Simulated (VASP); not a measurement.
Wanted: the native input for a VASP 6.6.1 run.

- Task: density of states
- Functional: PBE
- Potentials or basis: VASP PAW PBE potentials, release 64 (Co, Si)
- Cutoff: 520 eV
- k mesh: 16 × 16 × 16
- Occupations: fermi-dirac, width 0.1 eV
- Spin: no spin polarisation
- Dipole correction: no
- k mesh for the DOS: 24 × 24 × 24
- Occupations for the DOS: tetrahedron
- Further INCAR settings: ALGO = Normal; EDIFF = 1e-07; NBANDS = 14

The system is CoSi (rocksalt type).

```
Co Si
1.0
     0.00000    1.91091    1.91091
     1.91091    0.00000    1.91091
     1.91091    1.91091    0.00000
Co Si
1 1
Cartesian
  0.0000 0.0000 0.0000
  1.9109 1.9109 1.9109
```

This cell differs from its parent crystal: volume scaled by 0.55.

These files were run (other wordings do the same):

POSCAR

```
CoSi
1.0
    0.0000000000      1.9109146235      1.9109146235
    1.9109146235      0.0000000000      1.9109146235
    1.9109146235      1.9109146235      0.0000000000
Co Si
1 1
Direct
    0.0000000000      0.0000000000      0.0000000000
    0.5000000000      0.5000000000      0.5000000000
```

INCAR.step1

```
SYSTEM = CoSi
ALGO = Normal ; EDIFF = 1E-7
ENCUT = 520 ; GGA = PE
ISIF = 2 ; ISMEAR = -1
LASPH = .True. ; LCHARG = .True.
LMAXMIX = 4 ; LREAL = .False.
LWAVE = .False. ; NBANDS = 14
NELM = 60 ; PREC = Accurate
SIGMA = 0.1
```

KPOINTS.step1

```
k-points
0
Gamma
  16 16 16
  0 0 0
```

INCAR.step2

```
SYSTEM = CoSi
ALGO = Normal ; EDIFF = 1E-7
ENCUT = 520 ; GGA = PE
ICHARG = 11 ; ISIF = 2
ISMEAR = -5 ; LASPH = .True.
LCHARG = .False. ; LMAXMIX = 4
LORBIT = 11 ; LREAL = .False.
LWAVE = .False. ; NBANDS = 14
NEDOS = 1001 ; NELM = 60
PREC = Accurate ; SIGMA = 0.1
```

KPOINTS.step2

```
k-points
0
Gamma
  24 24 24
  0 0 0
```

Potentials or basis: VASP PAW PBE potentials, release 64 (Co, Si).

Run with:

```console
$ cat potpaw_PBE.64/Co/POTCAR potpaw_PBE.64/Si/POTCAR > POTCAR
$ cp INCAR.step1 INCAR
$ cp KPOINTS.step1 KPOINTS
$ mpirun -np 1 vasp_std > vasp.out
$ cp INCAR.step2 INCAR
$ cp KPOINTS.step2 KPOINTS
$ mpirun -np 1 vasp_std > vasp.out
```

Results of the run:

```
Valence electrons inside the program's atomic spheres : Co 10.46; Si 2.23
```

Wall time 72 s on 1 thread of Intel(R) Xeon(R) Platinum 8259CL CPU @ 2.50GHz (Skylake/Cascade Lake), on a shared host, peak memory 0.19 GiB.
